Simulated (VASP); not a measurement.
Wanted: the native input for a VASP 6.6.1 run.

* Task: single point
* Functional: PBE
* Potentials or basis: VASP PAW PBE potentials, release 64 (Li_sv, H)
* Cutoff: 520 eV
* k mesh: 3 × 3 × 3
* Occupations: gaussian, width 0.01 eV
* Spin: no spin polarisation
* Dipole correction: no
* Further INCAR settings: LREAL = Auto; ALGO = Normal; EDIFF = 1e-06; NBANDS = 102

The structure of LiH lies in POSCAR:

```
LiH
1.0
    8.1400000000      0.0000000000      0.0000000000
    0.0000000000      8.1400000000      0.0000000000
    0.0000000000      0.0000000000      8.1400000000
Li H
32 32
Direct
    0.0000000000      0.0000000000      0.0000000000
    0.0000000000      0.2500000000      0.2500000000
    0.2500000000      0.0000000000      0.2500000000
    0.2500000000      0.2500000000      0.0000000000
    0.0000000000      0.0000000000      0.5000000000
    0.0000000000      0.2500000000      0.7500000000
    0.2500000000      0.0000000000      0.7500000000
    0.2500000000      0.2500000000      0.5000000000
    0.0000000000      0.5000000000      0.0000000000
    0.0000000000      0.7500000000      0.2500000000
    0.2500000000      0.5000000000      0.2500000000
    0.2500000000      0.7500000000      0.0000000000
    0.0000000000      0.5000000000      0.5000000000
    0.0000000000      0.7500000000      0.7500000000
    0.2500000000      0.5000000000      0.7500000000
    0.2500000000      0.7500000000      0.5000000000
    0.5000000000      0.0000000000      0.0000000000
    0.5000000000      0.2500000000      0.2500000000
    0.7500000000      0.0000000000      0.2500000000
    0.7500000000      0.2500000000      0.0000000000
    0.5000000000      0.0000000000      0.5000000000
    0.5000000000      0.2500000000      0.7500000000
    0.7500000000      0.0000000000      0.7500000000
    0.7500000000      0.2500000000      0.5000000000
    0.5000000000      0.5000000000      0.0000000000
    0.5000000000      0.7500000000      0.2500000000
    0.7500000000      0.5000000000      0.2500000000
    0.7500000000      0.7500000000      0.0000000000
    0.5000000000      0.5000000000      0.5000000000
    0.5000000000      0.7500000000      0.7500000000
    0.7500000000      0.5000000000      0.7500000000
    0.7500000000      0.7500000000      0.5000000000
    0.2475429980      0.0000000000      0.0000000000
    0.2500000000      0.2500000000      0.2500000000
    0.0000000000      0.0000000000      0.2500000000
    0.0000000000      0.2500000000      0.0000000000
    0.2500000000      0.0000000000      0.5000000000
    0.2500000000      0.2500000000      0.7500000000
    0.0000000000      0.0000000000      0.7500000000
    0.0000000000      0.2500000000      0.5000000000
    0.2500000000      0.5000000000      0.0000000000
    0.2500000000      0.7500000000      0.2500000000
    0.0000000000      0.5000000000      0.2500000000
    0.0000000000      0.7500000000      0.0000000000
    0.2500000000      0.5000000000      0.5000000000
    0.2500000000      0.7500000000      0.7500000000
    0.0000000000      0.5000000000      0.7500000000
    0.0000000000      0.7500000000      0.5000000000
    0.7500000000      0.0000000000      0.0000000000
    0.7500000000      0.2500000000      0.2500000000
    0.5000000000      0.0000000000      0.2500000000
    0.5000000000      0.2500000000      0.0000000000
    0.7500000000      0.0000000000      0.5000000000
    0.7500000000      0.2500000000      0.7500000000
    0.5000000000      0.0000000000      0.7500000000
    0.5000000000      0.2500000000      0.5000000000
    0.7500000000      0.5000000000      0.0000000000
    0.7500000000      0.7500000000      0.2500000000
    0.5000000000      0.5000000000      0.2500000000
    0.5000000000      0.7500000000      0.0000000000
    0.7500000000      0.5000000000      0.5000000000
    0.7500000000      0.7500000000      0.7500000000
    0.5000000000      0.5000000000      0.7500000000
    0.5000000000      0.7500000000      0.5000000000
```

These files were run (other wordings do the same):

INCAR

```
SYSTEM = LiH
PREC     = Accurate       ! precision mode
ENCUT    = 520            ! plane-wave cutoff, eV
EDIFF    = 1E-6           ! SCF threshold, eV
ISMEAR   = 0              ! smearing method
SIGMA    = 0.01           ! smearing width, eV
LREAL    = Auto         
LASPH    = .TRUE.         ! aspherical terms in the spheres
NELM     = 80             ! most SCF steps
ALGO     = Normal         ! electronic algorithm
ISIF     = 2              ! what is computed and relaxed
LWAVE    = .FALSE.        ! write WAVECAR
LCHARG   = .FALSE.        ! write CHGCAR
GGA      = PE             ! functional
NBANDS   = 102            ! bands
```

KPOINTS

```
regular mesh
0
G
  3 3 3
  0 0 0
```

Potentials or basis: VASP PAW PBE potentials, release 64 (Li_sv, H).

Command:

```sh
$ cat potpaw_PBE.64/Li_sv/POTCAR potpaw_PBE.64/H/POTCAR > POTCAR
$ mpirun -np 1 vasp_std > vasp.out
```

Results of the run:

- Largest force: 0.051 eV/Å
- Band gap on the k mesh: 3.01 eV

Caveat: an odd mesh through Γ misses points on the zone boundary, where band edges can lie.

Run time: 13 min on 1 thread of Oxide Virtual Turin-like Processor (shared host), peak memory 0.6 GiB.
